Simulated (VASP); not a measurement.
# Si (a cell with a defect) in VASP: relaxation of the atoms with PBE

Aim: the relaxation of the atoms of Si (a cell with a defect) with PBE.

Program: VASP 6.6.1. These are calculated values, not measurements. Logs are shortened: lines on timing, memory, paths and dates and some standing lists are left out, and cuts for length are marked.

### 1 The cell of the first run

The cell holds a defect, 17 atoms: a = 7.679 Å, b = 7.679 Å, c = 7.679 Å, α = 60.00°, β = 60.00°, γ = 60.00°.

### 2 Relaxation of the atoms, PBE

The input, INCAR:

```
ALGO = Normal ; EDIFF = 1E-7
EDIFFG = -0.08 ; ENCUT = 450
GGA = PE ; GGA_COMPAT = False
IBRION = 2 ; ISIF = 2
ISMEAR = -1 ; LASPH = True
LCHARG = False ; LREAL = False
LWAVE = False ; NELM = 120
NELMIN = 4 ; NSW = 45
PREC = Accurate ; SIGMA = 0.02
```

The input, KPOINTS:

```
k-points
0
Gamma
  2 2 2
```

The input, POSCAR:

```
Si
1.0
    0.0000000000      5.4300000000      5.4300000000
    5.4300000000      0.0000000000      5.4300000000
    5.4300000000      5.4300000000      0.0000000000
Si
17
Direct
    0.0000000000      0.0000000000      0.0000000000
    0.1250000000      0.1250000000      0.1250000000
    0.0000000000      0.0000000000      0.5000000000
    0.1250000000      0.1250000000      0.6250000000
    0.0000000000      0.5000000000      0.0000000000
    0.1250000000      0.6250000000      0.1250000000
    0.0000000000      0.5000000000      0.5000000000
    0.1250000000      0.6250000000      0.6250000000
    0.5000000000      0.0000000000      0.0000000000
    0.6250000000      0.1250000000      0.1250000000
    0.5000000000      0.0000000000      0.5000000000
    0.6250000000      0.1250000000      0.6250000000
    0.5000000000      0.5000000000      0.0000000000
    0.6250000000      0.6250000000      0.1250000000
    0.5000000000      0.5000000000      0.5000000000
    0.6250000000      0.6250000000      0.6250000000
    0.8061964000      0.8140475000      0.5585592000
```

Potentials or basis: VASP PAW PBE potentials, release 64 (Si).

Launch:

```bash
> cat potpaw_PBE.64/Si/POTCAR > POTCAR
> mpirun -np 1 vasp_std > vasp.out
```

OUTCAR:

```text
EDIFF = 1E-7
   EDIFFG = -0.08
   ENCUT = 450
   GGA = PE
   IBRION = 2
   ISIF = 2
   ISMEAR = -1
   LASPH = True
   LREAL = False
   NELM = 120
   NELMIN = 4
   NSW = 45
   PREC = Accurate

 ion  position               nearest neighbor table
   1  0.000  0.000  0.000-   2 2.35   4 2.35   6 2.35  10 2.35
   2  0.125  0.125  0.125-   1 2.35   3 2.35   5 2.35   9 2.35
   3  0.000  0.000  0.500-  17 2.30   4 2.35   8 2.35  12 2.35   2 2.35
   4  0.125  0.125  0.625-   1 2.35   3 2.35   7 2.35  11 2.35
   5  0.000  0.500  0.000-   2 2.35   6 2.35   8 2.35  14 2.35
   6  0.125  0.625  0.125-   1 2.35   5 2.35   7 2.35  13 2.35
   7  0.000  0.500  0.500-  17 2.25   6 2.35   8 2.35  16 2.35   4 2.35
   8  0.125  0.625  0.625-  17 2.31   5 2.35   7 2.35  15 2.35   3 2.35
   9  0.500  0.000  0.000-   2 2.35  10 2.35  12 2.35  14 2.35
  10  0.625  0.125  0.125-   1 2.35   9 2.35  11 2.35  13 2.35
  11  0.500  0.000  0.500-  17 2.20  10 2.35  12 2.35  16 2.35   4 2.35
  12  0.625  0.125  0.625-  17 2.25   9 2.35  11 2.35  15 2.35   3 2.35
  13  0.500  0.500  0.000-   6 2.35  10 2.35  14 2.35  16 2.35
  14  0.625  0.625  0.125-   5 2.35   9 2.35  13 2.35  15 2.35
  15  0.500  0.500  0.500-   8 2.35  12 2.35  14 2.35  16 2.35
  16  0.625  0.625  0.625-  17 2.21  11 2.35  13 2.35  15 2.35   7 2.35
  17  0.806  0.814  0.559-  11 2.20  16 2.21   7 2.25  12 2.25   3 2.30   8 2.31

  LATTYP: Found a face centered cubic cell.
 ALAT       =    10.8600000000

  Lattice vectors:

 A1 = (   0.0000000000,   5.4300000000,   5.4300000000)
 A2 = (   5.4300000000,   0.0000000000,   5.4300000000)
 A3 = (   5.4300000000,   5.4300000000,   0.0000000000)

Analysis of symmetry for initial positions (statically):
=====================================================================
 Subroutine PRICEL returns:
 Original cell was already a primitive cell.

 Routine SETGRP: Setting up the symmetry group for a
 face centered cubic supercell.

 Subroutine GETGRP returns: Found  1 space group operations
 (whereof  1 operations were pure point group operations)
 out of a pool of 48 trial point group operations.

The static configuration has the point symmetry C_1 .

Analysis of symmetry for dynamics (positions and initial velocities):
=====================================================================
 Subroutine PRICEL returns:
 Original cell was already a primitive cell.

 Routine SETGRP: Setting up the symmetry group for a
 face centered cubic supercell.

 Subroutine GETGRP returns: Found  1 space group operations
 (whereof  1 operations were pure point group operations)
 out of a pool of 48 trial point group operations.

The dynamic configuration has the point symmetry C_1 .

 Subroutine INISYM returns: Found  1 space group operations
 (whereof  1 operations are pure point group operations),
 and found     1 'primitive' translations

----------------------------------------------------------------------------------------

                                     Primitive cell

  volume of cell :     320.2060

  direct lattice vectors                    reciprocal lattice vectors
     0.000000000  5.430000000  5.430000000    -0.092081031  0.092081031  0.092081031
     5.430000000  0.000000000  5.430000000     0.092081031 -0.092081031  0.092081031
     5.430000000  5.430000000  0.000000000     0.092081031  0.092081031 -0.092081031

  length of vectors
     7.679179644  7.679179644  7.679179644     0.159489025  0.159489025  0.159489025

  position of ions in fractional coordinates (direct lattice)
     0.000000000  0.000000000  0.000000000
     0.125000000  0.125000000  0.125000000
     0.000000000  0.000000000  0.500000000
     0.125000000  0.125000000  0.625000000
     0.000000000  0.500000000  0.000000000
     0.125000000  0.625000000  0.125000000
[... 9 lines left out ...]
     0.625000000  0.625000000  0.625000000
     0.806196400  0.814047500  0.558559200

  ion indices of the primitive-cell ions
   primitive index   ion index
                 1           1
                 2           2
                 3           3
                 4           4
                 5           5
                 6           6
[... 9 lines left out ...]
                16          16
                17          17

----------------------------------------------------------------------------------------

 KPOINTS: k-points

Automatic generation of k-mesh.
 Grid dimensions read from file:
 generate k-points for:    2    2    2

 Generating k-lattice:

  Cartesian coordinates                     Fractional coordinates (reciprocal lattice)
    -0.046040516  0.046040516  0.046040516     0.500000000  0.000000000  0.000000000
     0.046040516 -0.046040516  0.046040516     0.000000000  0.500000000  0.000000000
     0.046040516  0.046040516 -0.046040516     0.000000000  0.000000000  0.500000000

  Length of vectors
     0.079744512  0.079744512  0.079744512

  Shift w.r.t. Gamma in fractional coordinates (k-lattice)
     0.000000000  0.000000000  0.000000000

 Subroutine IBZKPT returns following result:
 ===========================================

 Found      8 irreducible k-points:

 Following reciprocal coordinates:
            Coordinates               Weight
  0.000000  0.000000  0.000000      1.000000
  0.500000  0.000000  0.000000      1.000000
  0.000000  0.500000  0.000000      1.000000
  0.000000  0.000000  0.500000      1.000000
  0.500000  0.500000  0.500000      1.000000
  0.500000  0.500000  0.000000      1.000000
  0.000000  0.500000  0.500000      1.000000
  0.500000  0.000000  0.500000      1.000000
   k-points           NKPTS =      8   k-points in BZ     NKDIM =      8   number of bands    NBANDS=     43
   number of dos      NEDOS =    301   number of ions     NIONS =     17
   total plane-waves  NPLWV = 157464
   dimension x,y,z NGX =    54 NGY =   54 NGZ =   54
   dimension x,y,z NGXF=   108 NGYF=  108 NGZF=  108
   ions per type =              17
   NGX,Y,Z   is equivalent  to a cutoff of  11.69, 11.69, 11.69 a.u.
   NGXF,Y,Z  is equivalent  to a cutoff of  23.38, 23.38, 23.38 a.u.
 SYSTEM =  unknown system
   PREC   = accura    normal or accurate (medium, high low for compatibility)
   ISTART =      0    job   : 0-new  1-cont  2-samecut
   ICHARG =      2    charge: 1-file 2-atom 10-const
   ISPIN  =      1    spin polarized calculation?
   LNONCOLLINEAR =      F non collinear calculations
   LSORBIT =      F    spin-orbit coupling
   LASPH  =      T    aspherical Exc in radial PAW
   ENCUT  =  450.0 eV  33.07 Ry    5.75 a.u.  13.28 13.28 13.28*2*pi/ulx,y,z
   NELM   =    120;   NELMIN=  4; NELMDL= -5     # of ELM steps
   EDIFF  = 0.1E-06   stopping-criterion for ELM
   LREAL  =      F    real-space projection
   EDIFFG = -.8E-01   stopping-criterion for IOM
   NSW    =     45    number of steps for IOM
   IBRION =      2    ionic relax: 0-MD 1-quasi-New 2-CG
   NFREE  =      1    steps in history (QN), initial steepest desc. (CG)
   ISIF   =      2    stress and relaxation
   ISYM   =      2    0-nonsym 1-usesym 2-fastsym
   POTIM  = 0.5000    time-step for ionic-motion
   TEBEG  =    0.0;   TEEND  =   0.0 temperature during run
   PSTRESS=    0.0 pullay stress
   NELECT =      68.0000    total number of electrons
   NUPDOWN=      -1.0000    fix difference up-down
   EMIN   =  10.00;   EMAX   =-10.00  energy-range for DOS
   EFERMI =   0.00;   METHOD = LEGACY
   ISMEAR =    -1;   SIGMA  =   0.02  broadening in eV -4-tet -1-fermi 0-gaus
   EFERMI_NEDOS =   21; number of points for ismear=-14 and -15
   IALGO  =     38    algorithm
   IMIX   =      4    mixing-type and parameters
     AMIX     =   0.40;   BMIX     =  1.00
     AMIX_MAG =   1.60;   BMIX_MAG =  1.00
  volume/ion in A,a.u.               =      18.84       127.11
  Fermi-wavevector in a.u.,A,eV,Ry     =   0.976715  1.845724 12.979587  0.953973
  Thomas-Fermi vector in A             =   2.107356
   LORBIT       =      0    0 simple, 1 ext, 2 COOP (PROOUT), +10 PAW based schemes
   GGA     = PE    functional components
   LHFCALC =     F    Hartree Fock is set to
   AEXX    =    0.0000 exact exchange contribution
   IVDW    =     0    specifies the selected vdW correction
   LEPSILON=     F    determine dielectric tensor
   LRPA    =     F    only Hartree local field effects (RPA)
 conjugate gradient relaxation of ions
 non-spin polarized calculation
  energy-cutoff  :      450.00
  volume of cell :      320.21
 maximum number of plane-waves:      6958
 NGX is ok and might be reduce to    54
   NGX = 27   NGY = 27   NGZ = 27

--------------------------------------- Ionic step        1  -------------------------------------------

 number of electron      68.0000003 magnetization

 Free energy of the ion-electron system (eV)
  ---------------------------------------------------
  ext. energy  EPLUGINS =         0.00000000
  ---------------------------------------------------
  free energy    TOTEN  =       -86.69006806 eV

  energy without entropy =      -86.67914161  energy(sigma->0) =      -86.68460483

------------------------ aborting loop because EDIFF is reached ----------------------------------------

  FORCE on cell =-STRESS in cart. coord.  units (eV):
  Direction    XX          YY          ZZ          XY          YZ          ZX
  --------------------------------------------------------------------------------------
  -------------------------------------------------------------------------------------
  Total       15.2012291     15.2497172     15.3225998     -4.2849754      4.2649480      4.2795583
  in kB       76.0606096     76.3032237     76.6678978    -21.4402295     21.3400208     21.4131248
  external PRESSURE =      76.3439104 kB  Pullay stress =       0.0000000 kB
[... 134 lines left out ...]
  FREE ENERGIE OF THE ION-ELECTRON SYSTEM (eV)
  ---------------------------------------------------
  free  energy   TOTEN  =       -87.3975378252 eV

  energy  without entropy=      -87.3905058152  energy(sigma->0) =      -87.39402182

[... ionic steps 4 to 12 ...]

--------------------------------------- Ionic step       13  -------------------------------------------

 number of electron      68.0000000 magnetization

------------------------ aborting loop because EDIFF is reached ----------------------------------------

  FORCE on cell =-STRESS in cart. coord.  units (eV):
  Direction    XX          YY          ZZ          XY          YZ          ZX
  --------------------------------------------------------------------------------------
  -------------------------------------------------------------------------------------
  Total        9.9967866     10.0023617     10.0119107     -0.9085534      0.9381189      0.9145014
  in kB       50.0197504     50.0476459     50.0954249     -4.5460221      4.6939556      4.5757834
  external PRESSURE =      50.0542737 kB  Pullay stress =       0.0000000 kB
[... 87 lines left out ...]
  energy  without entropy=      -87.6635359877  energy(sigma->0) =      -87.66830894

--------------------------------------- Ionic step       15  -------------------------------------------

 number of electron      68.0000000 magnetization

 Free energy of the ion-electron system (eV)
  ---------------------------------------------------
  ext. energy  EPLUGINS =         0.00000000
  ---------------------------------------------------
  free energy    TOTEN  =       -87.67551819 eV

  energy without entropy =      -87.66597898  energy(sigma->0) =      -87.67074858

 E-fermi :   6.7282     XC(G=0):  -9.6905

 val. band max:        6.4842683416   @ k =   0.5000   0.5000   0.0000
 cond. band min:       6.7399330962   @ k =   0.0000   0.0000   0.5000
 fundamental gap:      0.2556647545
 Fermi energy:         6.7281612783

 k-point     1 :       0.0000    0.0000    0.0000
  band No.  band energies     occupation
      1      -6.2220      2.00000
      2      -3.8948      2.00000
      3      -3.6351      2.00000
      4      -3.6316      2.00000
      5      -3.3994      2.00000
      6      -2.5440      2.00000
[... 401 lines left out ...]
  FREE ENERGIE OF THE ION-ELECTRON SYSTEM (eV)
  ---------------------------------------------------
  free  energy   TOTEN  =       -87.6755181923 eV

  energy  without entropy=      -87.6659789776  energy(sigma->0) =      -87.67074858

 reached required accuracy - stopping structural energy minimisation
```

It took 17 min on 1 thread of Intel Xeon Platinum 8375C at 2.90GHz (Ice Lake), shared host; peak memory 0.41 GiB.

Results:

| Item | Value |
| --- | --- |
| Free energy | -87.6755 eV |
| Energy gained by relaxing | 58.0 meV/atom |
| Ionic steps | 15 |
| Pressure after relaxing | 4.8 GPa |
| Largest force after relaxing | 0.057 eV/Å |

Forces in eV/Å, atoms in the order of the input:
```
Si   0.003  0.029  0.025
Si  -0.020 -0.025  0.010
Si  -0.006  0.005 -0.034
Si   0.023  0.001 -0.027
Si   0.021  0.029 -0.026
Si  -0.020 -0.012  0.004
Si   0.010  0.011  0.026
Si   0.015 -0.025 -0.005
Si   0.039  0.006 -0.015
Si  -0.007 -0.038  0.003
Si   0.004 -0.022  0.024
Si   0.002  0.034  0.004
Si   0.013  0.009 -0.055
Si  -0.021  0.007  0.042
Si  -0.034 -0.039  0.016
Si  -0.001  0.029 -0.035
Si  -0.021  0.001  0.043
```

Step by step:
```csv
step,energy change (eV),largest force (eV/Å),pressure (GPa)
1,0.0000,2.7118,7.63
2,-0.7063,0.7437,6.29
3,-0.7075,0.7317,6.30
4,-0.7917,0.4189,6.12
5,-0.7938,0.4180,6.10
6,-0.8261,0.2765,6.02
7,-0.8335,0.2498,5.98
8,-0.8636,0.2200,5.90
9,-0.9198,0.3530,5.64
10,-0.8941,0.7631,5.06
11,-0.9301,0.5115,5.43
12,-0.9482,0.4378,5.33
13,-0.9798,0.2094,5.01
14,-0.9830,0.1140,4.86
15,-0.9855,0.0569,4.84
```

Final structure:
```xyz
17
Lattice="0.0000 5.4300 5.4300 5.4300 0.0000 5.4300 5.4300 5.4300 0.0000" Properties=species:S:1:pos:R:3 pbc="T T T"
Si    5.6293    5.6252   10.6571
Si    1.4129    1.4115    1.3783
Si    2.7998    2.7943    0.1113
Si    4.2613    4.2610    1.1660
Si    8.0878    5.4370    2.7709
Si    4.0505    1.4121    4.0153
Si    5.3183    2.7931    2.6251
Si    6.7039    4.1672    4.1510
Si    5.4384    8.0857    2.7717
Si    1.4150    4.0495    4.0137
Si    2.7974    5.3191    2.6261
Si    4.1673    6.6985    4.1494
Si    8.0855    8.0841    5.4209
Si    3.8904    3.8865    6.9659
Si    5.2534    5.2509    5.6066
Si    6.7069    6.6997    6.6940
Si    7.4552    7.4552    8.8348
```

Caveat: the k points lie up to 0.50 Å⁻¹ apart; the relaxation stopped at a loose force limit of 0.08 eV/Å, so its end isn't a converged minimum.
